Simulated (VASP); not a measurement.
A run of VASP 6.6.1 is set up as follows.

Contents of INCAR:

```
SYSTEM = GaSb
PREC     = Accurate       ! precision mode
ENCUT    = 600            ! plane-wave cutoff, eV
EDIFF    = 1E-7           ! SCF threshold, eV
ISMEAR   = 0              ! smearing method
SIGMA    = 0.1            ! smearing width, eV
LREAL    = .False.        ! projectors in reciprocal space
LASPH    = .True.         ! aspherical terms in the spheres
NELM     = 80             ! most SCF steps
ALGO     = Normal         ! electronic algorithm
ISIF     = 3              ! what is computed and relaxed
LWAVE    = .False.        ! write WAVECAR
LCHARG   = .False.        ! write CHGCAR
GGA      = PE             ! functional
IBRION   = 2              ! ionic algorithm
NSW      = 100            ! ionic steps
EDIFFG   = -0.01          ! ionic threshold
```

Contents of KPOINTS:

```
regular mesh
0
Gamma
  10 10 10
  0 0 0
```

Contents of POSCAR:

```
GaSb
1.0
    4.5667310120      0.0000000000      0.0000000000
    0.0000000000      4.5667310120      0.0000000000
    0.0000000000      0.0000000000      4.9929930043
Ga Sb
2 2
Direct
    0.0000000000      0.0000000000      0.5000000000
    0.5000000000      0.5000000000      0.5000000000
    0.5000000000      0.0000000000      0.1683373453
    0.0000000000      0.5000000000      0.8316626547
```

Potentials or basis: VASP PAW PBE potentials, release 64 (Ga_d, Sb).

The run is started by

```console
$ cat potpaw_PBE.64/Ga_d/POTCAR potpaw_PBE.64/Sb/POTCAR > POTCAR
$ mpirun -np 1 vasp_std > vasp.out
```

(1) Estimate the relaxed cell.

(2) What does it give for the space group after relaxing (to 0.1 Å)?

(3) Estimate the band gap on the k mesh.

(4) What does it give for the relaxed volume?

Results:

(1) a = 4.555 Å, b = 4.555 Å, c = 4.968 Å, α = 90.00°, β = 90.00°, γ = 90.00°.

(2) P4/nmm (No. 129).

(3) zero (bands 18 and 19 overlap by 2.22 eV).

(4) 25.78 Å³/atom.

Caveat: spin-orbit coupling is left out, which moves the levels of the heavy elements.
